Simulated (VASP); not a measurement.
# MoS2 (P-3m1) in VASP: notebook, part 2 of 2

VASP 6.6.1.

### 3 Single point, HSE06

Input file POSCAR:

```
MoS2
1.0
    3.2274645616      0.0000000000      0.0000000000
   -1.6137322808      2.7950663001      0.0000000000
    0.0000000000      0.0000000000      6.3124734200
Mo S
1 2
Direct
    0.0000000000      0.0000000000      0.5000000000
    0.6666666667      0.3333333333      0.7446806800
    0.3333333333      0.6666666667      0.2553193200
```

Input file INCAR.step1:

```
PREC = Accurate
ENCUT = 350
EDIFF = 1E-5
ISMEAR = 0
SIGMA = 0.01
LREAL = F
LASPH = T
NELM = 100
ALGO = Normal
ISIF = 2
LWAVE = T
LCHARG = F
NBANDS = 21
NKRED = 1
GGA = PE
```

Input file INCAR.step2:

```
PREC = Accurate
ENCUT = 350
EDIFF = 1E-6
ISMEAR = 0
SIGMA = 0.01
LREAL = F
LASPH = T
NELM = 100
ALGO = Normal
ISIF = 2
LWAVE = F
LCHARG = F
GGA = PE
LHFCALC = T
HFSCREEN = 0.2
PRECFOCK = Medium
NBANDS = 21
NKRED = 1
ISTART = 1
```

Input file KPOINTS:

```
regular mesh
0
Gamma
  5 5 2
```

Potentials or basis: VASP PAW PBE potentials, release 64 (Mo_sv, S).

The run is started by

```sh
$ cat potpaw_PBE.64/Mo_sv/POTCAR potpaw_PBE.64/S/POTCAR > POTCAR
$ cp INCAR.step1 INCAR
$ mpirun -np 1 vasp_std > vasp.out
$ cp INCAR.step2 INCAR
$ mpirun -np 1 vasp_std > vasp.out
```

OUTCAR:

```text
PREC = Accurate
   ENCUT = 350
   EDIFF = 1E-6
   ISMEAR = 0
   LREAL = F
   LASPH = T
   NELM = 100
   ISIF = 2
   GGA = PE
   LHFCALC = T
   HFSCREEN = 0.2
   PRECFOCK = Medium
   NKRED = 1
   ISTART = 1

 Found     10 irreducible k-points:

 Following reciprocal coordinates:
            Coordinates               Weight
  0.000000  0.000000  0.000000      1.000000
  0.200000 -0.000000  0.000000      6.000000
  0.400000  0.000000  0.000000      6.000000
  0.200000  0.200000  0.000000      6.000000
  0.400000  0.200000  0.000000      6.000000
  0.000000  0.000000  0.500000      1.000000
   k-points           NKPTS =     10   k-points in BZ     NKDIM =     50   number of bands    NBANDS=     21
   number of dos      NEDOS =    301   number of ions     NIONS =      3
   total plane-waves  NPLWV =  16000
   dimension x,y,z NGX =    20 NGY =   20 NGZ =   40
   dimension x,y,z NGXF=    40 NGYF=   40 NGZF=   80
   ions per type =               1   2
   NGX,Y,Z   is equivalent  to a cutoff of  10.30, 10.30, 10.53 a.u.
   NGXF,Y,Z  is equivalent  to a cutoff of  20.60, 20.60, 21.07 a.u.
 SYSTEM =  unknown system
   PREC   = accura    normal or accurate (medium, high low for compatibility)
   ISTART =      1    job   : 0-new  1-cont  2-samecut
   ICHARG =      0    charge: 1-file 2-atom 10-const
   ISPIN  =      1    spin polarized calculation?
   LNONCOLLINEAR =      F non collinear calculations
   LSORBIT =      F    spin-orbit coupling
   LASPH  =      T    aspherical Exc in radial PAW
   ENCUT  =  350.0 eV  25.72 Ry    5.07 a.u.   4.92  4.92  9.63*2*pi/ulx,y,z
   NELM   =    100;   NELMIN=  2; NELMDL=  0     # of ELM steps
   EDIFF  = 0.1E-05   stopping-criterion for ELM
   LREAL  =      F    real-space projection
   EDIFFG = 0.1E-04   stopping-criterion for IOM
   NSW    =      0    number of steps for IOM
   IBRION =     -1    ionic relax: 0-MD 1-quasi-New 2-CG
   NFREE  =      0    steps in history (QN), initial steepest desc. (CG)
   ISIF   =      2    stress and relaxation
[... 17 lines left out ...]
   LORBIT       =      0    0 simple, 1 ext, 2 COOP (PROOUT), +10 PAW based schemes
   GGA     = PE    functional components
   LHFCALC =     T    Hartree Fock is set to
   PRECFOCK=medium    Normal, Fast or Accurate (Low or Medium for compatibility)
   ENCUT4O =  -1.0   cutoff for four orbital integrals eV
   NKREDX  =     1    reduce k-point grid by
   NKREDY  =     1    reduce k-point grid by
   NKREDZ  =     1    reduce k-point grid by
   AEXX    =    0.2500 exact exchange contribution
   HFSCREEN=    0.2000 screening length (either q_TF or 0.3 A-1)
   HFSCREENC=   0.2000 screening length for correlation (either q_TF or 0.3 A-1)
   ENCUTFOCK=  -1.0 apply spherical cutoff to Coloumb kernel
   IVDW    =     0    specifies the selected vdW correction
   LEPSILON=     F    determine dielectric tensor
   LRPA    =     F    only Hartree local field effects (RPA)
 non-spin polarized calculation
 Gauss-broadening in eV      SIGMA  =   0.01
  energy-cutoff  :      350.00
  volume of cell :       56.94
 maximum number of plane-waves:       856
 NGX is ok and might be reduce to    20

 number of electron      25.9999996 magnetization

 Free energy of the ion-electron system (eV)
  ---------------------------------------------------
  ext. energy  EPLUGINS =         0.00000000
  ---------------------------------------------------
  free energy    TOTEN  =       -25.14326108 eV

  energy without entropy =      -25.14258405  energy(sigma->0) =      -25.14292257

 E-fermi :   6.5896     XC(G=0):  -8.6162

 val. band max:        6.5895519149   @ k =   0.4000   0.2000   0.0000
 cond. band min:       6.6406426503   @ k =   0.0000   0.0000   0.5000
 fundamental gap:      0.0510907354
 Fermi energy:         6.5895519149

 k-point     1 :       0.0000    0.0000    0.0000
  band No.  band energies     occupation
      1     -59.3115      2.00000
      2     -31.9145      2.00000
      3     -31.8609      2.00000
      4     -31.8609      2.00000
      5      -9.9171      2.00000
      6      -8.3096      2.00000
[... 133 lines left out ...]
     20      16.5050      0.00000
     21      17.3107      0.00000

 [... further k-points ...]

------------------------ aborting loop because EDIFF is reached ----------------------------------------

  FORCE on cell =-STRESS in cart. coord.  units (eV):
  Direction    XX          YY          ZZ          XY          YZ          ZX
  --------------------------------------------------------------------------------------
  -------------------------------------------------------------------------------------
  Total       -1.3346249     -1.3346249     -1.3690425     -0.0000000      0.0000000      0.0000000
  in kB      -37.5505809    -37.5505809    -38.5189436     -0.0000000      0.0000000      0.0000000
  external PRESSURE =     -37.8733685 kB  Pullay stress =       0.0000000 kB

 VOLUME and BASIS-vectors are now :
 -----------------------------------------------------------------------------
  energy-cutoff  :      350.00
  volume of cell :       56.94
      direct lattice vectors                 reciprocal lattice vectors
     3.227464562  0.000000000  0.000000000     0.309840737  0.178886633  0.000000000
    -1.613732281  2.795066300  0.000000000     0.000000000  0.357773266  0.000000000
     0.000000000  0.000000000  6.312473420     0.000000000  0.000000000  0.158416509

 POSITION                                       TOTAL-FORCE (eV/Angst)
 -----------------------------------------------------------------------------------
      0.00000      0.00000      3.15624        -0.000000      0.000000      0.000000
      1.61373      0.93169      4.70078         0.000000      0.000000     -0.399829
     -0.00000      1.86338      1.61170        -0.000000      0.000000      0.399829
 -----------------------------------------------------------------------------------
    total drift:                               -0.000000      0.000000      0.000000

  FREE ENERGIE OF THE ION-ELECTRON SYSTEM (eV)
  ---------------------------------------------------
  free  energy   TOTEN  =       -25.1432610798 eV

  energy  without entropy=      -25.1425840523  energy(sigma->0) =      -25.14292257
```

It took 12 min on 1 thread of Intel Xeon Platinum 8259CL at 2.50GHz (Skylake/Cascade Lake), shared host; peak memory 0.25 GiB.

No test shows these settings to be converged.

Results:

```yaml
Free_energy: -25.1433 eV
Pressure: -3.8 GPa
Largest_force: 0.400 eV/Å
Band_gap_on_the_k_mesh: zero (bands 13 and 14 overlap by 0.38 eV)
```

Caveat: the k points lie up to 0.50 Å⁻¹ apart; the PAW data sets were made with another functional, which shifts forces and pressure a little; this functional lacks dispersion, which binds the layers, so the pressure and a relaxed spacing across them are unreliable.

### 4 Single point, HSE06

POSCAR is that of step 3.

INCAR.step1: that of step 3 with these lines changed.

```diff
@@ -1,3 +1,3 @@
 PREC = Accurate
-ENCUT = 350
+ENCUT = 300
 EDIFF = 1E-5
```

INCAR.step2: that of step 3 with these lines changed.

```diff
@@ -1,3 +1,3 @@
 PREC = Accurate
-ENCUT = 350
+ENCUT = 300
 EDIFF = 1E-6
@@ -15,3 +15,3 @@
 HFSCREEN = 0.2
-PRECFOCK = Medium
+PRECFOCK = Fast
 NBANDS = 21
```

Input file KPOINTS:

```
regular mesh
0
Gamma
  6 6 3
```

The run is started by

```sh
$ cat potpaw_PBE.64/Mo_sv/POTCAR potpaw_PBE.64/S/POTCAR > POTCAR
$ cp INCAR.step1 INCAR
$ mpirun -np 1 vasp_std > vasp.out
$ cp INCAR.step2 INCAR
$ mpirun -np 1 vasp_std > vasp.out
```

Wall time 12 min (1 thread of Intel Xeon Platinum 8259CL at 2.50GHz (Skylake/Cascade Lake), shared host); peak memory 0.24 GiB.

These settings weren't tested for convergence.

Results:

```
Free energy            : -25.2029 eV
Pressure               : -3.8 GPa
Largest force          : 0.259 eV/Å
Band gap on the k mesh : zero (bands 13 and 14 overlap by 1.35 eV)
```

Caveat: the k points lie up to 0.37 Å⁻¹ apart, too coarse for converged energies and pressures of a metal; the cutoff is under 1.25 times the usual one of these potentials, so pressure, stress and relaxed cells hold a basis-set (Pulay) error; the PAW data sets were made with another functional, which shifts forces and pressure a little; this functional lacks dispersion, which binds the layers, so the pressure and a relaxed spacing across them are unreliable.

### 5 Single point, HSE06

POSCAR is that of step 4.

INCAR.step1: that of step 4 with these lines changed.

```diff
@@ -1,3 +1,3 @@
 PREC = Accurate
-ENCUT = 300
+ENCUT = 350
 EDIFF = 1E-5
```

INCAR.step2: that of step 4 with these lines changed.

```diff
@@ -1,3 +1,3 @@
 PREC = Accurate
-ENCUT = 300
+ENCUT = 350
 EDIFF = 1E-6
```

Input file KPOINTS:

```
regular mesh
0
Gamma
  7 7 3
```

The run is started by

```sh
$ cat potpaw_PBE.64/Mo_sv/POTCAR potpaw_PBE.64/S/POTCAR > POTCAR
$ cp INCAR.step1 INCAR
$ mpirun -np 1 vasp_std > vasp.out
$ cp INCAR.step2 INCAR
$ mpirun -np 1 vasp_std > vasp.out
```

It took 19 min on 1 thread of Intel Xeon Platinum 8259CL at 2.50GHz (Skylake/Cascade Lake), shared host; peak memory 0.26 GiB.

These settings weren't tested for convergence.

Results:

```yaml
Free_energy: -25.1478 eV
Pressure: -3.7 GPa
Largest_force: 0.244 eV/Å
Band_gap_on_the_k_mesh: zero (bands 13 and 14 overlap by 0.90 eV)
```

Caveat: the cell stands under tension; the PAW data sets were made with another functional, which shifts forces and pressure a little; this functional lacks dispersion, which binds the layers, so the pressure and a relaxed spacing across them are unreliable.

### 6 Single point, PBEsol-based screened hybrid with 25 % exact exchange

POSCAR is that of step 5.

Input file INCAR.step1:

```
SYSTEM = MoS2
PREC = Accurate
ENCUT = 520
EDIFF = 1E-5
ISMEAR = -1
SIGMA = 0.05
LREAL = .FALSE.
LASPH = .TRUE.
NELM = 80
ALGO = Normal
ISIF = 2
LWAVE = .TRUE.
NBANDS = 20
GGA = PE
```

Input file INCAR.step2:

```
SYSTEM = MoS2
PREC = Accurate
ENCUT = 520
EDIFF = 1E-6
ISMEAR = -1
SIGMA = 0.05
LREAL = .FALSE.
LASPH = .TRUE.
NELM = 80
ALGO = Normal
ISIF = 2
LWAVE = .FALSE.
LCHARG = .TRUE.
GGA = PS
LHFCALC = .TRUE.
AEXX = 0.25
HFSCREEN = 0.207
PRECFOCK = Normal
LELF = .TRUE.
LVHAR = .TRUE.
NBANDS = 20
ISTART = 1
```

Input file KPOINTS:

```
regular mesh
0
G
  5 5 2
  0 0 0
```

Potentials or basis: VASP PAW PBE potentials, release 64 (Mo_sv, S).

The run is started by

```sh
$ cat potpaw_PBE.64/Mo_sv/POTCAR potpaw_PBE.64/S/POTCAR > POTCAR
$ cp INCAR.step1 INCAR
$ mpirun -np 1 vasp_std > vasp.out
$ cp INCAR.step2 INCAR
$ mpirun -np 1 vasp_std > vasp.out
```

Wall time 18 min (1 thread of AMD EPYC 7R43 (Zen 3), shared host); peak memory 0.25 GiB.

It converged, with:

```yaml
Free_energy: -26.1437 eV
Pressure: -6.1 GPa
Largest_force: 0.524 eV/Å
Band_gap_on_the_k_mesh: zero (bands 13 and 14 overlap by 0.36 eV)
```

Forces on the atoms (eV/Å):
```
Mo   0.000  0.000  0.000
S    0.000  0.000 -0.524
S    0.000  0.000  0.524
```

Stress tensor (GPa, compression positive):
```
-6.37  0.00  0.00
 0.00 -6.37  0.00
 0.00  0.00 -5.70
```

Levels at points of the mesh, in eV from the Fermi level:
```
           k point  band 10  band 11  band 12  band 13  band 14  band 15  band 16  band 17
(0.00, 0.00, 0.00)    -2.13    -1.08    -0.96    -0.96    -0.27    -0.27     4.01     4.01
(0.00, 0.00, 0.50)    -4.06    -0.97    -0.97    -0.35    -0.35     0.03     4.20     4.20
```

Caveat: the k points lie up to 0.50 Å⁻¹ apart; the PAW data sets were made with another functional, which shifts forces and pressure a little.
